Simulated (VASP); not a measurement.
# HfSiSe in VASP: notebook

The runs below take HfSiSe through single point, with PBE.

All numbers are computed with VASP 6.6.1; they aren't measurements. Logs are shortened: lines on timing, memory, paths and dates and some standing lists are left out, and cuts for length are marked.

## 1. The cell of the first run

The cell holds a disordered packing, 6 atoms: a = 4.700 Å, b = 4.986 Å, c = 5.422 Å, α = 91.16°, β = 73.09°, γ = 108.91°.

## 2. Single point, PBE

Contents of INCAR:

```
SYSTEM = HfSiSe
PREC = Accurate
ENCUT = 520
EDIFF = 1E-7
ISMEAR = 0
SIGMA = 0.1
LREAL = .FALSE.
LASPH = .TRUE.
NELM = 60
ALGO = Normal
ISIF = 2
LWAVE = .FALSE.
LCHARG = .TRUE.
GGA = PE
LELF = .TRUE.
LVHAR = .TRUE.
NBANDS = 29
```

Contents of KPOINTS:

```
Automatic mesh
0
G
  4 3 3
  0 0 0
```

Contents of POSCAR:

```
HfSiSe
1.0
    4.4769400000     -0.8163490000      1.1737690000
   -0.4541850000      4.7548660000     -1.4291260000
    0.5699830000      1.4966310000      5.1799490000
Hf Si Se
2 2 2
Direct
    0.6022280345      0.5273884531      0.3549283888
    0.2888720915      0.6048850400      0.9390765878
    0.9545530378      0.7638734656      0.6630060770
    0.0134500442      0.0304907708      0.0315999073
    0.6001608623      0.2030211215      0.9284609845
    0.8128717674      0.1095182963      0.4689200151
```

Potentials or basis: VASP PAW PBE potentials, release 64 (Hf_pv, Si, Se).

The run is started by

```
$ cat potpaw_PBE.64/Hf_pv/POTCAR potpaw_PBE.64/Si/POTCAR potpaw_PBE.64/Se/POTCAR > POTCAR
$ mpirun -np 1 vasp_std > vasp.out
```

OUTCAR:

```text
SYSTEM = HfSiSe
   PREC = Accurate
   ENCUT = 520
   EDIFF = 1E-7
   ISMEAR = 0
   LREAL = .FALSE.
   LASPH = .TRUE.
   NELM = 60
   ISIF = 2
   GGA = PE

 ion  position               nearest neighbor table
   1  0.602  0.527  0.355-   3 2.68   6 2.73   5 2.80   4 2.86   6 2.86   2 3.12   2 3.16   2 3.26

   2  0.289  0.605  0.939-   4 2.72   3 2.75   4 2.79   5 2.83   5 2.86   3 2.89   1 3.12   1 3.16
                             5 3.22   1 3.26
   3  0.955  0.764  0.663-   6 2.40   4 2.41   1 2.68   2 2.75   2 2.89   5 2.90
   4  0.013  0.030  0.032-   6 2.36   3 2.41   5 2.50   5 2.56   2 2.72   2 2.79   1 2.86
   5  0.600  0.203  0.928-   6 2.50   4 2.50   4 2.56   1 2.80   2 2.83   2 2.86   3 2.90   2 3.22

   6  0.813  0.110  0.469-   4 2.36   3 2.40   5 2.50   1 2.73   1 2.86

  LATTYP: Found a triclinic cell.
 ALAT       =     4.9857231989
 B/A-ratio  =     1.4624391013
 C/A-ratio  =     0.9426309344
 COS(alpha) =     0.0053224088
 COS(beta)  =     0.3240291574
 COS(gamma) =     0.6687861206

  Lattice vectors:

 A1 = (   0.4541850000,  -4.7548660000,   1.4291260000)
 A2 = (  -0.1157980000,  -6.2514970000,  -3.7508230000)
 A3 = (   4.4769400000,  -0.8163490000,   1.1737690000)

Analysis of symmetry for initial positions (statically):
=====================================================================
 Subroutine PRICEL returns:
 Original cell was already a primitive cell.

 Routine SETGRP: Setting up the symmetry group for a
 triclinic supercell.

 Subroutine GETGRP returns: Found  1 space group operations
 (whereof  1 operations were pure point group operations)
 out of a pool of  2 trial point group operations.

The static configuration has the point symmetry C_1 .

Analysis of symmetry for dynamics (positions and initial velocities):
=====================================================================
 Subroutine PRICEL returns:
 Original cell was already a primitive cell.

 Routine SETGRP: Setting up the symmetry group for a
 triclinic supercell.

 Subroutine GETGRP returns: Found  1 space group operations
 (whereof  1 operations were pure point group operations)
 out of a pool of  2 trial point group operations.

The dynamic configuration has the point symmetry C_1 .

 Subroutine INISYM returns: Found  1 space group operations
 (whereof  1 operations are pure point group operations),
 and found     1 'primitive' translations

----------------------------------------------------------------------------------------

                                     Primitive cell

  volume of cell :     114.6079

  direct lattice vectors                    reciprocal lattice vectors
     4.476940000 -0.816349000  1.173769000     0.233568940  0.013420350 -0.029578599
    -0.454185000  4.754866000 -1.429126000     0.052224559  0.196507390 -0.062523041
     0.569983000  1.496631000  5.179949000    -0.038517851  0.051174525  0.182504720

  length of vectors
     4.699696918  4.985723199  5.421868369     0.235816558  0.212724445  0.193417759

  position of ions in fractional coordinates (direct lattice)
     0.602228035  0.527388453  0.354928389
     0.288872091  0.604885040  0.939076588
     0.954553038  0.763873466  0.663006077
     0.013450044  0.030490771  0.031599907
     0.600160862  0.203021122  0.928460984
     0.812871767  0.109518296  0.468920015

  ion indices of the primitive-cell ions
   primitive index   ion index
                 1           1
                 2           2
                 3           3
                 4           4
                 5           5
                 6           6

----------------------------------------------------------------------------------------

 KPOINTS: Automatic mesh

Automatic generation of k-mesh.
 Grid dimensions read from file:
 generate k-points for:    4    3    3

 Generating k-lattice:

  Cartesian coordinates                     Fractional coordinates (reciprocal lattice)
     0.058392235  0.003355087 -0.007394650     0.250000000 -0.000000000  0.000000000
     0.017408186  0.065502463 -0.020841014    -0.000000000  0.333333333  0.000000000
    -0.012839284  0.017058175  0.060834907     0.000000000 -0.000000000  0.333333333

  Length of vectors
     0.058954140  0.070908148  0.064472586

  Shift w.r.t. Gamma in fractional coordinates (k-lattice)
     0.000000000  0.000000000  0.000000000

 Subroutine IBZKPT returns following result:
 ===========================================

 Found     19 irreducible k-points:

 Following reciprocal coordinates:
            Coordinates               Weight
  0.000000  0.000000  0.000000      1.000000
  0.250000  0.000000  0.000000      2.000000
  0.500000  0.000000  0.000000      1.000000
  0.000000  0.333333  0.000000      2.000000
  0.250000  0.333333  0.000000      2.000000
  0.500000  0.333333  0.000000      2.000000
[... 11 lines left out ...]
  0.500000 -0.333333  0.333333      2.000000
 -0.250000 -0.333333  0.333333      2.000000
   k-points           NKPTS =     19   k-points in BZ     NKDIM =     19   number of bands    NBANDS=     29
   number of dos      NEDOS =    301   number of ions     NIONS =      6
   total plane-waves  NPLWV =  57600
   dimension x,y,z NGX =    36 NGY =   40 NGZ =   40
   dimension x,y,z NGXF=    72 NGYF=   80 NGZF=   80
   ions per type =               2   2   2
   NGX,Y,Z   is equivalent  to a cutoff of  12.73, 13.34, 12.26 a.u.
   NGXF,Y,Z  is equivalent  to a cutoff of  25.47, 26.68, 24.53 a.u.
 SYSTEM =  HfSiSe
   PREC   = accura    normal or accurate (medium, high low for compatibility)
   ISTART =      0    job   : 0-new  1-cont  2-samecut
   ICHARG =      2    charge: 1-file 2-atom 10-const
   ISPIN  =      1    spin polarized calculation?
   LNONCOLLINEAR =      F non collinear calculations
   LSORBIT =      F    spin-orbit coupling
   LASPH  =      T    aspherical Exc in radial PAW
   ENCUT  =  520.0 eV  38.22 Ry    6.18 a.u.   8.74  9.27 10.08*2*pi/ulx,y,z
   NELM   =     60;   NELMIN=  2; NELMDL= -5     # of ELM steps
   EDIFF  = 0.1E-06   stopping-criterion for ELM
   LREAL  =      F    real-space projection
   EDIFFG = 0.1E-05   stopping-criterion for IOM
   NSW    =      0    number of steps for IOM
   IBRION =     -1    ionic relax: 0-MD 1-quasi-New 2-CG
   NFREE  =      0    steps in history (QN), initial steepest desc. (CG)
   ISIF   =      2    stress and relaxation
   ISYM   =      2    0-nonsym 1-usesym 2-fastsym
   POTIM  = 0.5000    time-step for ionic-motion
   TEBEG  =    0.0;   TEEND  =   0.0 temperature during run
   PSTRESS=    0.0 pullay stress
   NELECT =      40.0000    total number of electrons
   NUPDOWN=      -1.0000    fix difference up-down
   EMIN   =  10.00;   EMAX   =-10.00  energy-range for DOS
   EFERMI =   0.00;   METHOD = LEGACY
   ISMEAR =     0;   SIGMA  =   0.10  broadening in eV -4-tet -1-fermi 0-gaus
   EFERMI_NEDOS =   21; number of points for ismear=-14 and -15
   IALGO  =     38    algorithm
   IMIX   =      4    mixing-type and parameters
     AMIX     =   0.40;   BMIX     =  1.00
     AMIX_MAG =   1.60;   BMIX_MAG =  1.00
  volume/ion in A,a.u.               =      19.10       128.90
  Fermi-wavevector in a.u.,A,eV,Ry     =   1.152630  2.178155 18.076109  1.328557
  Thomas-Fermi vector in A             =   2.289280
   LORBIT       =      0    0 simple, 1 ext, 2 COOP (PROOUT), +10 PAW based schemes
   GGA     = PE    functional components
   LHFCALC =     F    Hartree Fock is set to
   AEXX    =    0.0000 exact exchange contribution
   IVDW    =     0    specifies the selected vdW correction
   LEPSILON=     F    determine dielectric tensor
   LRPA    =     F    only Hartree local field effects (RPA)
 non-spin polarized calculation
 Gauss-broadening in eV      SIGMA  =   0.10
  energy-cutoff  :      520.00
  volume of cell :      114.61
 maximum number of plane-waves:      3104
 NGX is ok and might be reduce to    36
   NGX = 17   NGY = 19   NGZ = 21

 number of electron      40.0000000 magnetization

 Free energy of the ion-electron system (eV)
  ---------------------------------------------------
  ext. energy  EPLUGINS =         0.00000000
  ---------------------------------------------------
  free energy    TOTEN  =       -36.35160529 eV

  energy without entropy =      -36.32647912  energy(sigma->0) =      -36.33904220

 E-fermi :   6.8484     XC(G=0): -10.8549

 val. band max:        6.8135230615   @ k =  -0.0000   0.3333   0.3333
 cond. band min:       6.8541218172   @ k =   0.5000   0.3333   0.0000
 fundamental gap:      0.0405987556
 Fermi energy:         6.8483619226

 k-point     1 :       0.0000    0.0000    0.0000
  band No.  band energies     occupation
      1     -24.5336      2.00000
      2     -24.4094      2.00000
      3     -24.3487      2.00000
      4     -24.1472      2.00000
      5     -23.9837      2.00000
      6     -23.9044      2.00000
[... 21 lines left out ...]
     28      10.8320      0.00000
     29      10.9040      0.00000

 k-point     2 :       0.2500    0.0000    0.0000
  band No.  band energies     occupation
      1     -24.5328      2.00000
      2     -24.4017      2.00000
      3     -24.3483      2.00000
      4     -24.1494      2.00000
      5     -23.9904      2.00000
      6     -23.9126      2.00000
[... 21 lines left out ...]
     28      10.6328      0.00000
     29      10.9802      0.00000

 k-point     3 :       0.5000    0.0000    0.0000
  band No.  band energies     occupation
      1     -24.5318      2.00000
      2     -24.3977      2.00000
      3     -24.3432      2.00000
      4     -24.1517      2.00000
      5     -23.9993      2.00000
      6     -23.9197      2.00000
[... 21 lines left out ...]
     28      10.5138      0.00000
     29      11.2770      0.00000

 k-point     4 :       0.0000    0.3333    0.0000
  band No.  band energies     occupation
      1     -24.5394      2.00000
      2     -24.4093      2.00000
      3     -24.3481      2.00000
      4     -24.1517      2.00000
      5     -23.9851      2.00000
      6     -23.9049      2.00000
[... 21 lines left out ...]
     28      10.3293      0.00000
     29      11.0538      0.00000

 k-point     5 :       0.2500    0.3333    0.0000
  band No.  band energies     occupation
      1     -24.5382      2.00000
      2     -24.4016      2.00000
      3     -24.3476      2.00000
      4     -24.1534      2.00000
      5     -23.9920      2.00000
      6     -23.9131      2.00000
[... 21 lines left out ...]
     28      10.2769      0.00000
     29      10.9286      0.00000
[... 350 lines left out ...]
     28      10.4794      0.00000
     29      10.9833      0.00000

 k-point    17 :       0.2500   -0.3333    0.3333
  band No.  band energies     occupation
      1     -24.5377      2.00000
      2     -24.4253      2.00000
      3     -24.3322      2.00000
      4     -24.1529      2.00000
      5     -23.9759      2.00000
      6     -23.9196      2.00000
[... 21 lines left out ...]
     28      10.3913      0.00000
     29      10.9932      0.00000

 k-point    18 :       0.5000   -0.3333    0.3333
  band No.  band energies     occupation
      1     -24.5365      2.00000
      2     -24.4302      2.00000
      3     -24.3321      2.00000
      4     -24.1535      2.00000
      5     -23.9829      2.00000
      6     -23.9148      2.00000
[... 21 lines left out ...]
     28      10.4491      0.00000
     29      10.8467      0.00000

 k-point    19 :      -0.2500   -0.3333    0.3333
  band No.  band energies     occupation
      1     -24.5371      2.00000
      2     -24.4119      2.00000
      3     -24.3073      2.00000
      4     -24.1588      2.00000
      5     -23.9933      2.00000
      6     -23.9398      2.00000
[... 21 lines left out ...]
     28      10.2204      0.00000
     29      11.1002      0.00000

------------------------ aborting loop because EDIFF is reached ----------------------------------------

  FORCE on cell =-STRESS in cart. coord.  units (eV):
  Direction    XX          YY          ZZ          XY          YZ          ZX
  --------------------------------------------------------------------------------------
  -------------------------------------------------------------------------------------
  Total        0.7844860      5.2263552     11.6365517     -3.6550308      2.4262728      0.6166123
  in kB       10.9668368     73.0625935    162.6748680    -51.0960346     33.9184341      8.6200209
  external PRESSURE =      82.2347661 kB  Pullay stress =       0.0000000 kB

 VOLUME and BASIS-vectors are now :
 -----------------------------------------------------------------------------
  energy-cutoff  :      520.00
  volume of cell :      114.61
      direct lattice vectors                 reciprocal lattice vectors
     4.476940000 -0.816349000  1.173769000     0.233568940  0.013420350 -0.029578599
    -0.454185000  4.754866000 -1.429126000     0.052224559  0.196507390 -0.062523041
     0.569983000  1.496631000  5.179949000    -0.038517851  0.051174525  0.182504720

 POSITION                                       TOTAL-FORCE (eV/Angst)
 -----------------------------------------------------------------------------------
      2.65891      2.54723      1.79168         0.176061      1.203130     -0.206524
      1.55379      4.04578      4.33898        -0.226612      0.186719      0.257308
      4.30444      3.84514      3.46309         0.895439     -1.458804      0.285816
      0.06438      0.18129      0.13590        -0.237731     -1.586688     -0.186311
      3.12388      1.86496      5.22369        -0.795312      1.767766      2.163998
      3.85671      0.55896      3.22659         0.188155     -0.112123     -2.314287
 -----------------------------------------------------------------------------------
    total drift:                                0.000364      0.000114     -0.000027

  FREE ENERGIE OF THE ION-ELECTRON SYSTEM (eV)
  ---------------------------------------------------
  free  energy   TOTEN  =       -36.3516052864 eV

  energy  without entropy=      -36.3264791204  energy(sigma->0) =      -36.33904220
```

Run time: 74 s. Hardware: 1 thread of Intel Xeon Platinum 8259CL at 2.50GHz (Skylake/Cascade Lake), shared host; peak memory 0.26 GiB.

Results:

```
Free energy            : -36.3516 eV
Pressure               : 8.2 GPa
Largest force          : 2.905 eV/Å
Band gap on the k mesh : zero (bands 20 and 21 overlap by 0.51 eV)
```

Forces on the atoms (eV/Å):
```
Hf   0.176  1.203 -0.207
Hf  -0.227  0.187  0.257
Si   0.895 -1.459  0.286
Si  -0.238 -1.587 -0.186
Se  -0.795  1.768  2.164
Se   0.188 -0.112 -2.314
```

Stress tensor (GPa, compression positive):
```
 1.10 -5.11  0.86
-5.11  7.31  3.39
 0.86  3.39 16.27
```

Caveat: the k points lie up to 0.45 Å⁻¹ apart, too coarse for converged energies and pressures of a metal; spin-orbit coupling is left out, which moves the levels of the heavy elements.

(Part 1 of 2 ends here.)
